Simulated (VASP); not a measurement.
Write the native input for VASP 6.6.1 that does the following.

```yaml
Task: single point
Functional: PBEsol
Potentials_or_basis: VASP PAW PBE potentials, release 64 (Al, Ni)
Cutoff: 520 eV
k_mesh: 12 × 12 × 10
Occupations: gaussian, width 0.15 eV
Spin: no spin polarisation
Dipole_correction: no
Further_INCAR_settings: ALGO = Fast; EDIFF = 1e-07; NBANDS = 22
```

The structure of Al3Ni2 lies in POSCAR:

```
Al3Ni2
1.0
    3.8029826611      0.0000000000      0.0000000000
   -1.9014913305      3.2934795947      0.0000000000
    0.0000000000      0.0000000000      4.9809512260
Al Ni
3 2
Direct
    0.0000000000      0.0000000000      0.0000000000
    0.3333333333      0.6666666667      0.6477829059
    0.6666666667      0.3333333333      0.3522170941
    0.3333333333      0.6666666667      0.1455709067
    0.6666666667      0.3333333333      0.8544290933
```

This cell differs from its parent crystal: strain -0.050 along x and y, +0.025 along z.

These files were run (other wordings do the same):

INCAR

```
PREC = Accurate
ENCUT = 520
EDIFF = 1E-7
ISMEAR = 0
SIGMA = 0.15
LREAL = False
LASPH = True
NELM = 60
ALGO = Fast
ISIF = 2
LWAVE = False
LCHARG = False
GGA = PS
NBANDS = 22
```

KPOINTS

```
Automatic mesh
0
Gamma
  12 12 10
```

Potentials or basis: VASP PAW PBE potentials, release 64 (Al, Ni).

Command:

```console
$ cat potpaw_PBE.64/Al/POTCAR potpaw_PBE.64/Ni/POTCAR > POTCAR
$ mpirun -np 1 vasp_std > vasp.out
```

It gave:

- Pressure: 13.8 GPa
- Largest force: 0.292 eV/Å
- Band gap on the k mesh: zero (an odd number of electrons rules out a gap without spin polarisation)

Caveat: the cell differs from its parent crystal (strain -0.050 along x and y, +0.025 along z); the stress differs along the axes, from 2 to 20 GPa; the PAW data sets were made with another functional, which shifts forces and pressure a little.

Wall time 2.4 min on 1 thread of Intel(R) Xeon(R) 6975P-C (Granite Rapids), with other jobs on the host, peak memory 0.31 GiB.
